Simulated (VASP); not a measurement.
The system is CaBe2O3.

```
CELL_PARAMETERS angstrom
3.36379 0.00000 0.00000
-1.68189 2.91313 0.00000
0.00000 0.00000 6.61671
ATOMIC_POSITIONS crystal
Ca 0.66667 0.33333 0.00000
Be 0.33333 0.66667 0.24282
Be 0.33333 0.66667 0.75718
O 0.66667 0.33333 0.50000
O 0.00000 0.00000 0.00000
O 0.00000 0.00000 0.50000
```

Base run:

| Quantity | Value |
| --- | --- |
| Program | VASP 6.6.1 |
| Functional | PBE |
| Potentials or basis | VASP PAW PBE potentials, release 64 (Ca_sv, Be, O) |
| Cutoff | 520 eV |
| k mesh | 6 × 6 × 4 |
| Occupations | gaussian, width 0.1 eV |
| Spin | no spin polarisation |

Its results: pressure 29.0 GPa; largest force 4.491 eV/Å.

Problem. The run is repeated on the same cell with these changes: spin from no spin polarisation to collinear spin, ferromagnetic start; further incar settings from ALGO = Normal; EDIFF = 1e-07; NBANDS = 25 to ALGO = Normal; EDIFF = 1e-06; NBANDS = 29. What comes out?

Solution. Pressure 29.2 GPa; net moment 0.99 μB per cell; site moments Ca +0.10; Be +0.12; O +0.13, +0.12, +0.14 μB; largest force 4.517 eV/Å.

Caveats: forces of over 1 eV/Å act on the atoms, so gaps and moduli don't describe the material at rest.
